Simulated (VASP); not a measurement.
Wanted: the native input for a VASP 6.6.1 run.

| Item | Value |
| --- | --- |
| Task | single point |
| Functional | PBE |
| Potentials or basis | VASP PAW PBE potentials, release 64 (Mo_sv) |
| Cutoff | 520 eV |
| k mesh | 15 × 15 × 15 |
| Occupations | fermi-dirac, width 0.1 eV |
| Spin | no spin polarisation |
| Dipole correction | no |
| Further INCAR settings | ALGO = Normal; EDIFF = 1e-07; NBANDS = 13 |

The structure of Mo lies in POSCAR:

```
Mo
1.0
    0.0000000000      1.9744712262      1.9744712262
    1.9744712262      0.0000000000      1.9744712262
    1.9744712262      1.9744712262      0.0000000000
Mo
1
Direct
    0.0000000000      0.0000000000      0.0000000000
```

This cell differs from its parent crystal: volume scaled by 0.96.

One way to write it, as run:

INCAR

```
SYSTEM = Mo
ALGO     = Normal         ! electronic algorithm
EDIFF    = 1E-7           ! SCF threshold, eV
ENCUT    = 520            ! plane-wave cutoff, eV
GGA      = PE             ! functional
ISIF     = 2              ! what is computed and relaxed
ISMEAR   = -1             ! smearing method
LASPH    = .TRUE.         ! aspherical terms in the spheres
LCHARG   = .FALSE.        ! write CHGCAR
LREAL    = .FALSE.        ! projectors in reciprocal space
LWAVE    = .FALSE.        ! write WAVECAR
NBANDS   = 13             ! bands
NELM     = 60             ! most SCF steps
PREC     = Accurate       ! precision mode
SIGMA    = 0.1            ! smearing width, eV
```

KPOINTS

```
k-points
0
G
  15 15 15
  0 0 0
```

Potentials or basis: VASP PAW PBE potentials, release 64 (Mo_sv).

Run with:

```console
$ cat potpaw_PBE.64/Mo_sv/POTCAR > POTCAR
$ mpirun -np 1 vasp_std > vasp.out
```

Results of the run:

```
Pressure               : 11.5 GPa
Band gap on the k mesh : zero (band 7 reaches 16.50 eV, above the bottom of band 8 at 11.64 eV)
```

It took 25 s on 1 thread of Intel Xeon 8259CL, on a shared host, peak memory 0.16 GiB.
